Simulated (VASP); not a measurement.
## SnO3: relaxation of cell and atoms with r2SCAN

SnO3:

```xyz
4
Lattice="-1.6360 2.1463 3.0791 1.6360 -2.1463 3.0791 1.6360 2.1463 -3.0791" Properties=species:S:1:pos:R:3 pbc="T T T"
Sn    1.6360    0.0000    0.0000
O     0.0000    0.0000    4.9242
O     0.0000    0.0000    1.2339
O     0.0000    0.0000    3.0791
```

```json
{
 "Program": "VASP 6.6.1",
 "Task": "relaxation of cell and atoms",
 "Functional": "r2SCAN",
 "Potentials or basis": "VASP PAW PBE potentials, release 64 (Sn_d, O)",
 "Cutoff": "600 eV",
 "k mesh": "10 × 10 × 10",
 "Occupations": "gaussian, width 0.02 eV",
 "Spin": "no spin polarisation",
 "Dipole correction": "no",
 "Further INCAR settings": "ALGO = Normal; EDIFF = 1e-06; IBRION = 2; EDIFFG = -0.01; NSW = 100; ISIF = 3"
}
```

```json
{"Relaxed volume": "10.85 Å³/atom", "Relaxed cell": "a = 4.099 Å, b = 4.099 Å, c = 4.099 Å, α = 132.82°, β = 116.82°, γ = 82.48°", "Space group after relaxing (to 0.05 Å)": "Immm (No. 71)", "Energy gained by relaxing": "0.2 meV/atom", "Ionic steps": "6", "Pressure after relaxing": "0.0 GPa", "Largest force after relaxing": "0.007 eV/Å", "Band gap on the k mesh": "0.76 eV, indirect (least direct gap 1.16 eV)"}
```

Forces in eV/Å, atoms in the order of the input:
```
Sn   0.000  0.000  0.000
O    0.000  0.000  0.007
O    0.000  0.000 -0.007
O    0.000  0.000  0.000
```

Stress tensor (GPa, compression positive):
```
 0.08  0.00  0.00
 0.00 -0.07  0.00
 0.00  0.00  0.02
```

Step by step:
```
step  energy change (eV)  largest force (eV/Å)  pressure (GPa)  volume (Å³)
   1              0.0000                0.0489            0.91        43.25
   2              0.0004                0.0969           -1.16        43.63
   3             -0.0007                0.0171           -0.05        43.42
   4             -0.0007                0.0160           -0.03        43.42
   5             -0.0007                0.0146           -0.01        43.41
   6             -0.0007                0.0074            0.01        43.41
```

Final structure:
```
CELL_PARAMETERS angstrom
-1.64029 2.14683 3.08194
1.64029 -2.14683 3.08194
1.64029 2.14683 -3.08194
ATOMIC_POSITIONS crystal
Sn 0.00000 0.50000 0.50000
O 0.79956 0.79956 0.00000
O 0.20044 0.20044 0.00000
O 0.50000 0.50000 0.00000
```

Levels at points of the mesh, in eV from the valence-band top:
```tsv
k point	band 12	band 13	band 14	band 15	band 16	band 17	band 18	band 19	band 20
(0.00, 0.00, 0.00)	-2.86	-2.70	-1.99	-1.57	-0.80	2.78	3.65	8.25	11.58
(0.50, 0.00, 0.00)	-2.69	-2.40	-0.66	-0.57	-0.33	1.86	5.88	8.02	8.81
(0.00, 0.50, 0.00)	-4.67	-1.93	-1.64	-0.89	-0.11	1.86	5.58	10.93	11.92
(0.50, 0.50, 0.00)	-3.36	-3.12	-1.70	-0.78	-0.48	3.71	7.51	8.14	11.39
(0.50, 0.50, 0.50)	-3.80	-1.23	-0.88	-0.62	0.00	3.29	3.62	7.32	10.56
```

Wall time 22 min on 1 thread of Intel(R) Xeon(R) 6975P-C (Granite Rapids), with other jobs on the host, peak memory 0.34 GiB.

Caveat: the PAW data sets were made with another functional, which shifts forces and pressure a little; spin-orbit coupling is left out, which moves the levels of the heavy elements. A k mesh can miss the band edges.
